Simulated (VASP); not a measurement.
Set up this calculation in VASP 6.6.1, as the native input.

- Task: single point
- Functional: r2SCAN
- Potentials or basis: VASP PAW PBE potentials, release 64 (Ba_sv, Te)
- Cutoff: 520 eV
- k mesh: 4 × 4 × 4
- Occupations: gaussian, width 0.01 eV
- Spin: no spin polarisation
- Dipole correction: no
- Further INCAR settings: ALGO = Normal; EDIFF = 1e-07; NBANDS = 15

BaTe:

```xyz
2
Lattice="0.0000 3.5324 3.5324 3.5324 0.0000 3.5324 3.5324 3.5324 0.0000" Properties=species:S:1:pos:R:3 pbc="T T T"
Ba    0.0000    0.0000    0.0000
Te    3.5324    3.5324    3.5324
```

These files were run (other wordings do the same):

POSCAR

```
BaTe
1.0
    0.0000000000      3.5323793130      3.5323793130
    3.5323793130      0.0000000000      3.5323793130
    3.5323793130      3.5323793130      0.0000000000
Ba Te
1 1
Direct
    0.0000000000      0.0000000000      0.0000000000
    0.5000000000      0.5000000000      0.5000000000
```

INCAR.step1

```
ALGO = Normal
EDIFF = 1E-4
ENCUT = 520
GGA = PE
ISMEAR = 0
LASPH = True
LCHARG = False
LREAL = False
LWAVE = True
NBANDS = 15
NELM = 100
PREC = Accurate
SIGMA = 0.01
```

INCAR.step2

```
ALGO = Normal
EDIFF = 1E-7
ENCUT = 520
ISIF = 2
ISMEAR = 0
ISTART = 1
LASPH = True
LCHARG = False
LMIXTAU = True
LREAL = False
LWAVE = False
METAGGA = R2SCAN
NBANDS = 15
NELM = 100
PREC = Accurate
SIGMA = 0.01
```

KPOINTS

```
k-points
0
Gamma
  4 4 4
```

Potentials or basis: VASP PAW PBE potentials, release 64 (Ba_sv, Te).

Launch:

```sh
$ cat potpaw_PBE.64/Ba_sv/POTCAR potpaw_PBE.64/Te/POTCAR > POTCAR
$ cp INCAR.step1 INCAR
$ mpirun -np 1 vasp_std > vasp.out
$ cp INCAR.step2 INCAR
$ mpirun -np 1 vasp_std > vasp.out
```

It gave:

```yaml
Pressure: 0.3 GPa
Band_gap_on_the_k_mesh: 1.93 eV (least direct gap 2.31 eV)
```

Caveat: the PAW data sets were made with another functional, which shifts forces and pressure a little; spin-orbit coupling is left out, which moves the levels of the heavy elements.

It took 2.1 min on 1 thread of Intel Xeon 8259CL, with other jobs on the host, peak memory 0.26 GiB.
